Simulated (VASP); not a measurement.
Set up this calculation in VASP 6.6.1, as the native input.

* Task: single point
* Functional: PBE
* Potentials or basis: VASP PAW PBE potentials, release 64 (Co, Al)
* Cutoff: 520 eV
* k mesh: 13 × 9 × 9
* Occupations: fermi-dirac, width 0.1 eV
* Spin: no spin polarisation
* Dipole correction: no
* Further INCAR settings: ALGO = Normal; EDIFF = 1e-06; NBANDS = 20

The structure of AlCo (CsCl type) lies in POSCAR:

```
AlCo
1.0
    0.0000000000      0.0000000000      2.8528193273
    2.8528193273     -2.8528193273      0.0000000000
    2.8528193273      2.8528193273      0.0000000000
Co Al
2 2
Direct
    0.0000000000      0.0000000000      0.0000000000
    0.0000000000      0.5000000000      0.5000000000
    0.5000000000      0.5000000000      0.0000000000
    0.5000000000      0.0000000000      0.5000000000
```

One way to write it, as run:

INCAR

```
SYSTEM = AlCo
PREC = Accurate ; ENCUT = 520
EDIFF = 1E-6 ; ISMEAR = -1
SIGMA = 0.1 ; LREAL = .False.
LASPH = .True. ; NELM = 60
ALGO = Normal ; ISIF = 2
LWAVE = .False. ; LCHARG = .True.
GGA = PE ; LELF = .True.
LVHAR = .True. ; NBANDS = 20
```

KPOINTS

```
regular mesh
0
Gamma
  13 9 9
  0 0 0
```

Potentials or basis: VASP PAW PBE potentials, release 64 (Co, Al).

Run with:

```console
$ cat potpaw_PBE.64/Co/POTCAR potpaw_PBE.64/Al/POTCAR > POTCAR
$ mpirun -np 1 vasp_std > vasp.out
```

It gave:

```json
{
 "Pressure": "0.0 GPa",
 "Band gap on the k mesh": "zero (bands 12 and 13 overlap by 1.01 eV)"
}
```

Caveat: the run has no spin polarisation, though such a crystal can be magnetic.

Wall time 74 s on 1 thread of AMD EPYC 9R14 (Zen 4) (shared host), peak memory 0.19 GiB.
